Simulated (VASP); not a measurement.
A run of VASP 6.6.1:

The input INCAR:

```
ALGO = Fast ; EDIFF = 1E-6
ENCUT = 520 ; GGA = PE
ISIF = 2 ; ISMEAR = 0
LASPH = T ; LCHARG = T
LELF = T ; LREAL = F
LVHAR = T ; LWAVE = F
NBANDS = 12 ; NELM = 80
PREC = Accurate ; SIGMA = 0.15
```

KPOINTS

```
k-points
0
Gamma
  24 24 24
```

The input POSCAR:

```
Cu
1.0
   -1.5688495003      1.5688495003      1.4136902847
    1.5688495003     -1.5688495003      1.4136902847
    1.5688495003      1.5688495003     -1.4136902847
Cu
1
Direct
    0.0000000000      0.0000000000      0.0000000000
```

Potentials or basis: VASP PAW PBE potentials, release 64 (Cu).

Run with:

```bash
$ cat potpaw_PBE.64/Cu/POTCAR > POTCAR
$ mpirun -np 1 vasp_std > vasp.out
```

Hardware: 1 thread of AMD EPYC 7R43 64-Core Processor (Zen 3), with other jobs on the host.

Q: How long does it take, and how much memory?

A: It took 2.5 min on 1 thread of AMD EPYC 7R43 64-Core Processor (Zen 3) (shared host), peak memory 0.23 GiB. Counts: scf iterations 13, k points 1063.
